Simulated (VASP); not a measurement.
Write the native input for VASP 6.6.1 that does the following.

```
Task                   : electric field gradients
Functional             : LDA
Potentials or basis    : VASP PAW LDA potentials, release 64 (In_d, Au)
Cutoff                 : 520 eV
k mesh                 : 10 × 10 × 10
Occupations            : fermi-dirac, width 0.05 eV
Spin                   : no spin polarisation
Dipole correction      : no
Further INCAR settings : ALGO = Normal; EDIFF = 1e-08; NBANDS = 26
```

The structure of In2Au lies in POSCAR:

```
In2Au
1.0
    0.0000000000      3.2510000000      3.1859800000
    3.2510000000      0.0000000000      3.1859800000
    3.2510000000      3.2510000000      0.0000000000
In Au
2 1
Direct
    0.2500000000      0.2500000000      0.2500000000
    0.7500000000      0.7500000000      0.7500000000
    0.0000000000      0.0000000000      0.0000000000
```

This cell differs from its parent crystal: zz strain of -2 %.

The input as run:

INCAR

```
ALGO = Normal
EDIFF = 1E-8
ENCUT = 520
ISIF = 2
ISMEAR = -1
LASPH = True
LCHARG = False
LEFG = True
LREAL = False
LWAVE = False
NBANDS = 26
NELM = 60
PREC = Accurate
SIGMA = 0.05
```

KPOINTS

```
k-points
0
Gamma
  10 10 10
```

Potentials or basis: VASP PAW LDA potentials, release 64 (In_d, Au).

Command:

```sh
$ cat potpaw_LDA.64/In_d/POTCAR potpaw_LDA.64/Au/POTCAR > POTCAR
$ mpirun -np 1 vasp_std > vasp.out
```

Results of the run:

| Quantity | Value |
| --- | --- |
| Pressure | 0.3 GPa |
| Band gap on the k mesh | zero (an odd number of electrons rules out a gap without spin polarisation) |
| Largest electric field gradient by atom | In -2.8; Au +5.8 V/Å² |

Caveat: the cell differs from its parent crystal (zz strain of -2 %); without QUAD_EFG the Cq values of the log hold for a quadrupole moment of 1 mb, not for the nuclei; spin-orbit coupling is left out, which moves the levels of the heavy elements.

It took 4.1 min on 1 thread of AMD EPYC 7R43 64-Core Processor (Zen 3) (shared host), peak memory 0.26 GiB.
